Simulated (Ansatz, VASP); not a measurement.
## Ru in VASP and in Ansatz

File INCAR:

```
  AGGAC = 1.0
  AGGAX = 1.0
  ALDAC = 0.0
  ALDAX = 1.0
  ALGO = Normal
  EDIFF = 1E-7
  EDIFFG = -0.02
  ENCUT = 500
  GGA = B5
  GGA_COMPAT = F
  IBRION = 2
  ISIF = 3
  ISMEAR = -1
  LASPH = T
  LCHARG = F
  LREAL = F
  LWAVE = F
  NELM = 120
  NELMIN = 4
  NSW = 80
  PREC = Accurate
  SIGMA = 0.05
```

KPOINTS

```
k-points
0
Gamma
  11 11 6
```

The input POSCAR:

```
Ru
1.0
    2.7058000000      0.0000000000      0.0000000000
   -1.3529000000      2.3432915376      0.0000000000
    0.0000000000      0.0000000000      4.2819000000
Ru
2
Direct
    0.6666666667      0.3333333333      0.7500000000
    0.3333333333      0.6666666667      0.2500000000
```

input.yaml

```yaml
crystal:
  lattice:
    - [2.7058, 0.0, 0.0]
    - [-1.3529, 2.3432915376, 0.0]
    - [0.0, 0.0, 4.2819]
  atoms:
    - { symbol: Ru, position: [0.6666666667, 0.3333333333, 0.75] }
    - { symbol: Ru, position: [0.3333333333, 0.6666666667, 0.25] }
kpoints:
  mp_grid: { grid: [11, 11, 6] }
scf:
  occupations: { method: fermi_dirac, width: 0.05 }
hamiltonian:
  xc: blyp
  pseudopotentials: { kind: all_electron, lapw: { basis_error: 0.001 } }
output:
  forces: true
  stress: true
relax:
  f_tol: 0.02
  max_steps: 60
  cell: {}
```

Alike in both runs: task relaxation of cell and atoms; functional BLYP; k mesh 11 × 11 × 6; occupations fermi-dirac, width 0.05 eV; no spin polarisation.

```csv
,VASP,Ansatz
version,VASP 6.6.1,Ansatz 0.2.0
potentials or method,"VASP PAW PBE potentials, release 64 (Ru_pv), cutoff 500 eV","all-electron LAPW, scalar-relativistic"
```

|  | VASP | Ansatz | Ansatz less VASP |
| --- | --- | --- | --- |
| relaxed volume (Å³/atom) | 14.45 | 14.43 | -0.029 |
| relaxed cell length with the largest relative difference (Å) | 4.364 | 4.360 | -0.0034 |

VASP's potentials were made for PBE, not for BLYP. Ansatz ran all-electron here, and VASP with PAW potentials.
